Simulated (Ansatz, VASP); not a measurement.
# Two plane-wave programs on ZnS

INCAR

```
PREC = Accurate ; ENCUT = 450
EDIFF = 1E-7 ; ISMEAR = 0
SIGMA = 0.02 ; LREAL = False
LASPH = True ; NELM = 120
ALGO = Normal ; ISIF = 2
LWAVE = False ; LCHARG = False
GGA = PS ; IBRION = 2
NSW = 60 ; EDIFFG = -0.002
GGA_COMPAT = False ; NELMIN = 4
```

The input KPOINTS:

```
regular mesh
0
Gamma
  9 9 4
```

Contents of POSCAR:

```
ZnS
1.0
    3.8201030956      0.0000000000      0.0000000000
   -1.9100515478      3.3083063258      0.0000000000
    0.0000000000      0.0000000000      6.1700883238
Zn S
2 2
Direct
    0.3333333333      0.6666666667     -0.0010876108
    0.6666666667      0.3333333333      0.4989123892
    0.3333333333      0.6666666667      0.3760876108
    0.6666666667      0.3333333333      0.8760876108
```

Input for Ansatz:

```yaml
crystal:
  lattice:
    - [3.8201030956, 0.0, 0.0]
    - [-1.9100515478, 3.3083063258, 0.0]
    - [0.0, 0.0, 6.1700883238]
  atoms:
    - { symbol: Zn, position: [0.3333333333, 0.6666666667, -0.0010876108] }
    - { symbol: Zn, position: [0.6666666667, 0.3333333333, 0.4989123892] }
    - { symbol: S, position: [0.3333333333, 0.6666666667, 0.3760876108] }
    - { symbol: S, position: [0.6666666667, 0.3333333333, 0.8760876108] }
basis:
  ecutwfc: 420
kpoints:
  mp_grid: { grid: [9, 9, 4] }
hamiltonian:
  xc: pbesol
  pseudopotentials: { kind: paw, azcp: { folder: soft_1 } }
scf:
  occupations: { method: gaussian, width: 0.02 }
output:
  forces: true
  stress: true
  eigenvalues: true
relax:
  adjacent_minimum: "off"
  f_tol: 0.002
  max_steps: 40
```

Change from the starting cell: strained cell.

Alike in both runs: task relaxation of the atoms; functional PBEsol; k mesh 9 × 9 × 4; occupations gaussian, width 0.02 eV; no spin polarisation.

```csv
,VASP,Ansatz
version,VASP 6.6.1,Ansatz 0.2.0
potentials or method,"VASP PAW PBE potentials, release 64 (Zn, S), cutoff 450 eV","scalar-relativistic, plane waves, PAW"
valence electrons in the cell,36,36
```

|  | VASP | Ansatz | Ansatz less VASP |
| --- | --- | --- | --- |
| gap on the k mesh at the Fermi level, each at its own relaxed structure (eV) | 2.14 | 2.13 | -0.010 |

VASP's potentials were made for PBE, not for PBEsol, and Ansatz warns of the same on its side. Ansatz's warnings: stress scf threshold loose.

Noted on VASP's run: the relaxation stopped at its first step, so nothing moved.
